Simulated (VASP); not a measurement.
# GaP (Pm-3m) in VASP: single point with PBE

Aim: the single point of GaP with PBE.

Program: VASP 6.6.1. These are calculated values, not measurements. Logs are shortened: lines on timing, memory, paths and dates and some standing lists are left out, and cuts for length are marked.

### Step 1. The cell of the first run

The structure is cubic, space group Pm-3m (No. 221). Conventional cell: a = 3.216 Å, b = 3.216 Å, c = 3.216 Å, α = 90.00°, β = 90.00°, γ = 90.00°. Ga (site symmetry m-3m) has 8 P at 2.78 Å and 6 Ga at 3.22 Å within 3.7 Å. P (site symmetry m-3m) has 8 Ga at 2.78 Å and 6 P at 3.22 Å within 3.7 Å.

### Step 2. Single point, PBE

POSCAR reads:

```
GaP
1.0
    3.2156924662      0.0000000000      0.0000000000
    0.0000000000      3.2156924662      0.0000000000
    0.0000000000      0.0000000000      3.2156924662
Ga P
1 1
Direct
    0.5000000000      0.5000000000      0.5000000000
    0.0000000000      0.0000000000      0.0000000000
```

INCAR.step1 reads:

```
SYSTEM = GaP
PREC = Accurate ; ENCUT = 520
EDIFF = 1E-7 ; ISMEAR = 0
SIGMA = 0.1 ; LREAL = .False.
LASPH = .True. ; NELM = 60
ALGO = Normal ; ISIF = 2
LWAVE = .False. ; LCHARG = .True.
GGA = PE ; NBANDS = 16
```

KPOINTS.step1 reads:

```
Automatic mesh
0
Gamma
  18 18 18
  0 0 0
```

INCAR.step2 reads:

```
SYSTEM = GaP
PREC = Accurate ; ENCUT = 520
EDIFF = 1E-7 ; ISMEAR = -5
SIGMA = 0.1 ; LREAL = .False.
LASPH = .True. ; NELM = 60
ALGO = Normal ; ISIF = 2
LWAVE = .False. ; LCHARG = .False.
GGA = PE ; LORBIT = 11
NEDOS = 2001 ; ICHARG = 11
```

KPOINTS.step2 reads:

```
Automatic mesh
0
Gamma
  27 27 27
  0 0 0
```

Potentials or basis: VASP PAW PBE potentials, release 64 (Ga_d, P).

Launch:

```sh
cat potpaw_PBE.64/Ga_d/POTCAR potpaw_PBE.64/P/POTCAR > POTCAR
cp INCAR.step1 INCAR
cp KPOINTS.step1 KPOINTS
mpirun -np 1 vasp_std > vasp.out
cp INCAR.step2 INCAR
cp KPOINTS.step2 KPOINTS
mpirun -np 1 vasp_std > vasp.out
```

OUTCAR:

```text
SYSTEM = GaP
   PREC = Accurate
   ENCUT = 520
   EDIFF = 1E-7
   ISMEAR = -5
   LREAL = .False.
   LASPH = .True.
   NELM = 60
   ISIF = 2
   GGA = PE
   LORBIT = 11
   ICHARG = 11

 ion  position               nearest neighbor table
   1  0.500  0.500  0.500-   2 2.78   2 2.78   2 2.78   2 2.78   2 2.78   2 2.78   2 2.78   2 2.78

   2  0.000  0.000  0.000-   1 2.78   1 2.78   1 2.78   1 2.78   1 2.78   1 2.78   1 2.78   1 2.78

  LATTYP: Found a simple cubic cell.
 ALAT       =     3.2156924662

  Lattice vectors:

 A1 = (   3.2156924662,   0.0000000000,   0.0000000000)
 A2 = (   0.0000000000,   3.2156924662,   0.0000000000)
 A3 = (   0.0000000000,   0.0000000000,   3.2156924662)

Analysis of symmetry for initial positions (statically):
=====================================================================
 Subroutine PRICEL returns:
 Original cell was already a primitive cell.

 Routine SETGRP: Setting up the symmetry group for a
 simple cubic supercell.

 Subroutine GETGRP returns: Found 48 space group operations
 (whereof 48 operations were pure point group operations)
 out of a pool of 48 trial point group operations.

The static configuration has the point symmetry O_h .

Analysis of symmetry for dynamics (positions and initial velocities):
=====================================================================
 Subroutine PRICEL returns:
 Original cell was already a primitive cell.

 Routine SETGRP: Setting up the symmetry group for a
 simple cubic supercell.

 Subroutine GETGRP returns: Found 48 space group operations
 (whereof 48 operations were pure point group operations)
 out of a pool of 48 trial point group operations.

The dynamic configuration has the point symmetry O_h .

 Subroutine INISYM returns: Found 48 space group operations
 (whereof 48 operations are pure point group operations),
 and found     1 'primitive' translations

----------------------------------------------------------------------------------------

                                     Primitive cell

  volume of cell :      33.2524

  direct lattice vectors                    reciprocal lattice vectors
     3.215692466  0.000000000  0.000000000     0.310975011  0.000000000  0.000000000
     0.000000000  3.215692466  0.000000000     0.000000000  0.310975011  0.000000000
     0.000000000  0.000000000  3.215692466     0.000000000  0.000000000  0.310975011

  length of vectors
     3.215692466  3.215692466  3.215692466     0.310975011  0.310975011  0.310975011

  position of ions in fractional coordinates (direct lattice)
     0.500000000  0.500000000  0.500000000
     0.000000000  0.000000000  0.000000000

  ion indices of the primitive-cell ions
   primitive index   ion index
                 1           1
                 2           2

----------------------------------------------------------------------------------------

 KPOINTS: Automatic mesh

Automatic generation of k-mesh.
 Grid dimensions read from file:
 generate k-points for:   27   27   27

 Generating k-lattice:

  Cartesian coordinates                     Fractional coordinates (reciprocal lattice)
     0.011517593  0.000000000  0.000000000     0.037037037  0.000000000  0.000000000
     0.000000000  0.011517593  0.000000000     0.000000000  0.037037037  0.000000000
     0.000000000  0.000000000  0.011517593     0.000000000  0.000000000  0.037037037

  Length of vectors
     0.011517593  0.011517593  0.011517593

  Shift w.r.t. Gamma in fractional coordinates (k-lattice)
     0.000000000  0.000000000  0.000000000

 TETIRR: Found   9803 inequivalent tetrahedra from   118098

 Subroutine IBZKPT returns following result:
 ===========================================

 Found    560 irreducible k-points:

 Following reciprocal coordinates:
            Coordinates               Weight
  0.000000  0.000000  0.000000      1.000000
  0.037037  0.000000  0.000000      6.000000
  0.074074  0.000000  0.000000      6.000000
  0.111111  0.000000  0.000000      6.000000
  0.148148  0.000000  0.000000      6.000000
  0.185185  0.000000  0.000000      6.000000
[... 16 lines left out ...]
  0.333333  0.037037  0.000000     24.000000
  0.370370  0.037037  0.000000     24.000000
 [... further k-points ...]
   k-points           NKPTS =    560   k-points in BZ     NKDIM =    560   number of bands    NBANDS=     13
   number of dos      NEDOS =   2001   number of ions     NIONS =      2
   total plane-waves  NPLWV =  13824
   dimension x,y,z NGX =    24 NGY =   24 NGZ =   24
   dimension x,y,z NGXF=    48 NGYF=   48 NGZF=   48
   ions per type =               1   1
   NGX,Y,Z   is equivalent  to a cutoff of  12.41, 12.41, 12.41 a.u.
   NGXF,Y,Z  is equivalent  to a cutoff of  24.82, 24.82, 24.82 a.u.
 SYSTEM =  GaP
   PREC   = accura    normal or accurate (medium, high low for compatibility)
   ISTART =      0    job   : 0-new  1-cont  2-samecut
   ICHARG =     11    charge: 1-file 2-atom 10-const
   ISPIN  =      1    spin polarized calculation?
   LNONCOLLINEAR =      F non collinear calculations
   LSORBIT =      F    spin-orbit coupling
   LASPH  =      T    aspherical Exc in radial PAW
   ENCUT  =  520.0 eV  38.22 Ry    6.18 a.u.   5.98  5.98  5.98*2*pi/ulx,y,z
   NELM   =     60;   NELMIN=  2; NELMDL=  0     # of ELM steps
   EDIFF  = 0.1E-06   stopping-criterion for ELM
   LREAL  =      F    real-space projection
   EDIFFG = 0.1E-05   stopping-criterion for IOM
   NSW    =      0    number of steps for IOM
   IBRION =     -1    ionic relax: 0-MD 1-quasi-New 2-CG
   NFREE  =      0    steps in history (QN), initial steepest desc. (CG)
   ISIF   =      2    stress and relaxation
   ISYM   =      2    0-nonsym 1-usesym 2-fastsym
   POTIM  = 0.5000    time-step for ionic-motion
   TEBEG  =    0.0;   TEEND  =   0.0 temperature during run
   PSTRESS=    0.0 pullay stress
   NELECT =      18.0000    total number of electrons
   NUPDOWN=      -1.0000    fix difference up-down
   EMIN   =  10.00;   EMAX   =-10.00  energy-range for DOS
   EFERMI =   0.00;   METHOD = LEGACY
   ISMEAR =    -5;   SIGMA  =   0.10  broadening in eV -4-tet -1-fermi 0-gaus
   EFERMI_NEDOS =   21; number of points for ismear=-14 and -15
   IALGO  =     38    algorithm
   IMIX   =      4    mixing-type and parameters
     AMIX     =   0.40;   BMIX     =  1.00
     AMIX_MAG =   1.60;   BMIX_MAG =  1.00
  volume/ion in A,a.u.               =      16.63       112.20
  Fermi-wavevector in a.u.,A,eV,Ry     =   1.334211  2.521293 24.219986  1.780119
  Thomas-Fermi vector in A             =   2.463010
   LORBIT       =     11    0 simple, 1 ext, 2 COOP (PROOUT), +10 PAW based schemes
   GGA     = PE    functional components
   LHFCALC =     F    Hartree Fock is set to
   AEXX    =    0.0000 exact exchange contribution
   IVDW    =     0    specifies the selected vdW correction
   LEPSILON=     F    determine dielectric tensor
   LRPA    =     F    only Hartree local field effects (RPA)
 non-spin polarized calculation
 Fermi weights with tetrahedron method with Bloechl corrections
  energy-cutoff  :      520.00
  volume of cell :       33.25
 maximum number of plane-waves:       922
 NGX is ok and might be reduce to    24

 number of electron      18.0000001 magnetization

 Free energy of the ion-electron system (eV)
  ---------------------------------------------------
  ext. energy  EPLUGINS =         0.00000000
  ---------------------------------------------------
  free energy    TOTEN  =        -7.62331735 eV

  energy without entropy =       -7.62331735  energy(sigma->0) =       -7.62331735

 E-fermi :   7.1732     XC(G=0): -11.2617

 val. band max:        7.2289962623   @ k =   0.3333   0.0370   0.0370
 cond. band min:       7.1066598426   @ k =   0.4074   0.2593   0.1481
 fundamental gap:     -0.1223364197
 Fermi energy:         7.1731976346

 k-point     1 :       0.0000    0.0000    0.0000
  band No.  band energies     occupation
      1      -7.6551      2.00000
      2      -7.6551      2.00000
      3      -7.5136      2.00000
      4      -7.5136      2.00000
      5      -7.5136      2.00000
      6      -6.4885      2.00000
      7       6.0736      2.00000
      8       6.3951      2.00000
      9       6.3951      2.00000
     10       6.3951      2.03686
     11      11.6012      0.00000
     12      11.6012      0.00000
     13      17.7576      0.00000

 k-point     2 :       0.0370    0.0000    0.0000
  band No.  band energies     occupation
      1      -7.6549      2.00000
      2      -7.6536      2.00000
      3      -7.5144      2.00000
      4      -7.5144      2.00000
      5      -7.5135      2.00000
      6      -6.4705      2.00000
      7       5.6287      2.00000
      8       6.4122      2.00000
      9       6.4122      2.00000
     10       6.7451      2.18155
     11      11.6175      0.00000
     12      11.7373      0.00000
     13      17.6662      0.00000

 k-point     3 :       0.0741    0.0000    0.0000
  band No.  band energies     occupation
      1      -7.6543      2.00000
      2      -7.6491      2.00000
      3      -7.5167      2.00000
      4      -7.5167      2.00000
      5      -7.5132      2.00000
      6      -6.4166      2.00000
      7       4.9852      2.00000
      8       6.4632      2.00000
      9       6.4632      2.00000
     10       7.1241      0.59364
     11      11.6662      0.00000
     12      12.1218      0.00000
     13      17.3162      0.00000
[... 305 lines left out ...]
 k-point    23 :       0.3333    0.0370    0.0000
  band No.  band energies     occupation
      1      -7.6428      2.00000
      2      -7.5744      2.00000
      3      -7.5591      2.00000
      4      -7.5565      2.00000
      5      -7.5095      2.00000
      6      -5.0795      2.00000
      7       0.2095      2.00000
      8       7.3356      0.45360
      9       7.6481      0.00000
     10       9.2801      0.00000
     11      12.6143      0.00000
     12      12.9575      0.00000
     13      13.4440      0.00000

 k-point    24 :       0.3704    0.0370    0.0000
  band No.  band energies     occupation
      1      -7.6414      2.00000
      2      -7.5651      2.00000
      3      -7.5643      2.00000
      4      -7.5618      2.00000
      5      -7.5090      2.00000
      6      -4.7927      2.00000
      7      -0.3507      2.00000
      8       7.5811     -0.06082
      9       7.8764      0.00000
     10       9.5895      0.00000
     11      12.1296      0.00000
     12      12.9793      0.00000
     13      13.1607      0.00000

 [... further k-points ...]

------------------------ aborting loop because EDIFF is reached ----------------------------------------

  FORCE on cell =-STRESS in cart. coord.  units (eV):
  Direction    XX          YY          ZZ          XY          YZ          ZX
  --------------------------------------------------------------------------------------
  -------------------------------------------------------------------------------------
  Total       -0.0389561     -0.0389561     -0.0389561      0.0000000      0.0000000     -0.0000000
  in kB       -1.8769931     -1.8769931     -1.8769931      0.0000000      0.0000000     -0.0000000
  external PRESSURE =      -1.8769931 kB  Pullay stress =       0.0000000 kB

 VOLUME and BASIS-vectors are now :
 -----------------------------------------------------------------------------
  energy-cutoff  :      520.00
  volume of cell :       33.25
      direct lattice vectors                 reciprocal lattice vectors
     3.215692466  0.000000000  0.000000000     0.310975011  0.000000000  0.000000000
     0.000000000  3.215692466  0.000000000     0.000000000  0.310975011  0.000000000
     0.000000000  0.000000000  3.215692466     0.000000000  0.000000000  0.310975011

 POSITION                                       TOTAL-FORCE (eV/Angst)
 -----------------------------------------------------------------------------------
      1.60785      1.60785      1.60785         0.000000      0.000000      0.000000
      0.00000      0.00000      0.00000         0.000000      0.000000      0.000000
 -----------------------------------------------------------------------------------
    total drift:                                0.000000      0.000000     -0.000000

  FREE ENERGIE OF THE ION-ELECTRON SYSTEM (eV)
  ---------------------------------------------------
  free  energy   TOTEN  =        -7.6233173532 eV

  energy  without entropy=       -7.6233173532  energy(sigma->0) =       -7.62331735

 total charge

# of ion       s       p       d       tot
------------------------------------------
    1        0.988   0.516   9.994  11.498
    2        1.131   1.249   0.000   2.381
--------------------------------------------------
tot          2.120   1.765   9.994  13.878
```

It took 4.7 min on 1 thread of AMD EPYC 7R13, shared host; peak memory 0.34 GiB.

Results:

```
Valence electrons inside the program's atomic spheres : Ga 11.50; P 2.38
```

Caveat: the highest band is partly filled, so the run has too few bands.
